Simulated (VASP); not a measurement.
Runs of VASP 6.6.1 on ZrS. Symmetry: Fm-3m, No. 225, cubic system. Conventional cell: a = 5.210 Å, b = 5.210 Å, c = 5.210 Å, α = 90.00°, β = 90.00°, γ = 90.00°. Zr (site symmetry m-3m) has 6 S at 2.61 Å within 3.4 Å. S (site symmetry m-3m) has 6 Zr at 2.61 Å within 3.4 Å. 

| fixed moment (μB) | pressure (GPa) | moment (μB) |
| --- | --- | --- |
| 0.3 | -5.8 | 0.30 |
| 0.5 | -5.4 | 0.50 |
| 0.1 | (a) | 0.10 |
| 0.9 | -4.0 | 0.90 |

Alike in all rows: task single point; level LDA; potentials or basis VASP PAW LDA potentials, release 64 (Zr_sv, S); spin collinear; cell as given; k mesh 16 × 16 × 16; cutoff (eV) 520; smearing gaussian 0.15 eV.

Q: Fill in the values left out.

A: (a) -6.1.

Caveats: the cell stands under tension; the total moment is fixed, so each spin has its own Fermi level and the state may be an excited one.
